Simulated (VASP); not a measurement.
**GdO: single point with PBE+D4+U**

GdO:

```xyz
2
Lattice="0.0000 2.7142 2.7142 2.7142 0.0000 2.7142 2.7142 2.7142 0.0000" Properties=species:S:1:pos:R:3 pbc="T T T"
Gd    0.0000    0.0000    0.0000
O     1.3571    1.3571    1.3571
```

This cell differs from its parent crystal: volume scaled by 1.04.

```
Program                : VASP 6.6.1
Task                   : single point
Functional             : PBE
Dispersion             : D4
Potentials or basis    : VASP PAW PBE potentials, release 64 (Gd, O)
Cutoff                 : 520 eV
k mesh                 : 8 × 8 × 8
Occupations            : gaussian, width 0.05 eV
Spin                   : collinear spin, ferromagnetic start
Starting moments       : [7.73, 0.02] μB
Hubbard terms          : Gd f U = 6.0 eV
Dipole correction      : no
Further INCAR settings : ALGO = Normal; EDIFF = 1e-06; NBANDS = 23
```

| Item | Value |
| --- | --- |
| Pressure | -3.7 GPa |
| Net moment | 7.94 μB per cell |
| Site moments | Gd +7.07; O +0.01 μB |
| Valence electrons inside the program's atomic spheres | Gd 15.15; O 5.00 |
| Dispersion energy per atom | -0.234 eV |

Levels at points of the mesh, in eV from the Fermi level:
Spin up:
```
           k point  band 14  band 15  band 16  band 17  band 18  band 19
(0.00, 0.00, 0.00)    -5.51    -5.51    -2.43     2.43     2.43     4.28
(0.50, 0.00, 0.00)    -5.12    -5.12     0.04     2.30     2.30     2.83
(0.50, 0.50, 0.00)    -4.42    -4.42    -1.01     0.94     3.94     4.38
```
Spin down:
```
           k point  band 4  band 5  band 6  band 7  band 8  band 9  band 10  band 11  band 12  band 13
(0.00, 0.00, 0.00)  -20.74  -19.21   -5.37   -5.37   -5.37   -1.05     2.69     2.69     2.69     2.97
(0.50, 0.00, 0.00)  -20.83  -18.10   -4.98   -4.98   -4.98    1.42     2.38     2.59     2.59     2.89
(0.50, 0.50, 0.00)  -20.97  -17.79   -5.90   -4.31   -4.31    0.96     1.43     2.75     2.81     2.81
```

Eigenvalues of the final occupation matrices:
```
    site  spin  trace                         eigenvalues
site 1 f     1   6.95  0.99 0.99 0.99 0.99 0.99 0.99 1.00
site 1 f     2   0.03  0.00 0.00 0.00 0.00 0.00 0.00 0.01
```

It took 3.3 min on 1 thread of AMD EPYC 7R13 (shared host), peak memory 0.19 GiB.

Caveat: spin-orbit coupling is left out, which moves the levels of the heavy elements; a cell with one magnetic atom can't hold antiferromagnetic order, which such compounds often take; pairwise dispersion overbinds metals, which lowers pressure and volume. The state reached can hang on the start; a lower one may exist.
